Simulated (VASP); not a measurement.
Here is a VASP 6.6.1 calculation.

The input INCAR:

```
SYSTEM = Bi
ALGO = Normal ; DIPOL = 0.5 0.5 0.324
EDIFF = 1E-7 ; ENCUT = 520
GGA = PE ; IDIPOL = 3
ISIF = 2 ; ISMEAR = -1
LASPH = .TRUE. ; LCHARG = .FALSE.
LDIPOL = .TRUE. ; LREAL = .FALSE.
LWAVE = .FALSE. ; NBANDS = 38
NELM = 60 ; PREC = Accurate
SIGMA = 0.02
```

Contents of KPOINTS:

```
k-points
0
G
  4 6 1
  0 0 0
```

POSCAR

```
Bi
1.0
    4.9255684545      0.0000000000      0.0000000000
    0.0000000000      4.6308880886      0.0000000000
    0.0000000000      0.0000000000     29.3597916812
Bi
4
Direct
    0.0373389846      0.0000000000      0.3742673609
    0.4626610154      0.5000000000      0.3742673609
    0.5373389846      0.5000000000      0.2728761954
    0.9626610154      0.0000000000      0.2728761954
```

Potentials or basis: VASP PAW PBE potentials, release 64 (Bi_d).

Launch:

```sh
$ cat potpaw_PBE.64/Bi_d/POTCAR > POTCAR
$ mpirun -np 1 vasp_std > vasp.out
```

Task: What does it give for the largest force?

Result: 0.008 eV/Å.

Forces in eV/Å, atoms in the order of the input:
```
Bi  -0.006  0.000  0.006
Bi   0.006  0.000  0.006
Bi  -0.006  0.000 -0.006
Bi   0.006  0.000 -0.006
```
